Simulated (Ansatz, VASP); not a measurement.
Mo in VASP and in Ansatz

INCAR

```
ALGO = Normal ; EDIFF = 1E-7
ENCUT = 520 ; GGA = PE
ISIF = 2 ; ISMEAR = -1
LASPH = T ; LCHARG = F
LREAL = F ; LWAVE = F
NBANDS = 13 ; NELM = 60
PREC = Accurate ; SIGMA = 0.6
```

File KPOINTS:

```
k-points
0
Gamma
  14 14 14
```

File POSCAR:

```
Mo
1.0
   -1.5813793950      1.5813793950      1.5813793950
    1.5813793950     -1.5813793950      1.5813793950
    1.5813793950      1.5813793950     -1.5813793950
Mo
1
Direct
    0.0000000000      0.0000000000      0.0000000000
```

Input for Ansatz:

```yaml
crystal:
  lattice:
    - [-1.581379395, 1.581379395, 1.581379395]
    - [1.581379395, -1.581379395, 1.581379395]
    - [1.581379395, 1.581379395, -1.581379395]
  atoms:
    - { symbol: Mo, position: [0.0, 0.0, 0.0] }
hamiltonian:
  xc: pbe
  pseudopotentials:
    kind: paw
    azcp:
      Mo: "pseudopotentials/Mo.paw.azcp"
basis:
  ecutwfc: 420
  fft_grid_basis: typed
kpoints:
  mp_grid: { grid: [14, 14, 14], shift: [0, 0, 0] }
magnetization:
  spin_polarized: false
scf:
  occupations: { method: fermi_dirac, width: 0.6 }
  lower_state_search: "off"
output:
  stress: true
```

Alike in both runs: task single point; functional PBE; k mesh 14 × 14 × 14; occupations fermi-dirac, width 0.6 eV; no spin polarisation.

```csv
,VASP,Ansatz
version,VASP 6.6.1,Ansatz 0.2.0
potentials or method,"VASP PAW PBE potentials, release 64 (Mo_sv), cutoff 520 eV","plane waves (420 eV) with PAW, scalar-relativistic"
valence electrons in the cell,14,14
```

VASP gave:

```
pressure (GPa) : 6.5
```

Q: Estimate Ansatz's values.

A: Pressure (GPa): 6.0.

The functional is the same, so the differences come from potentials, cutoffs and numerics.
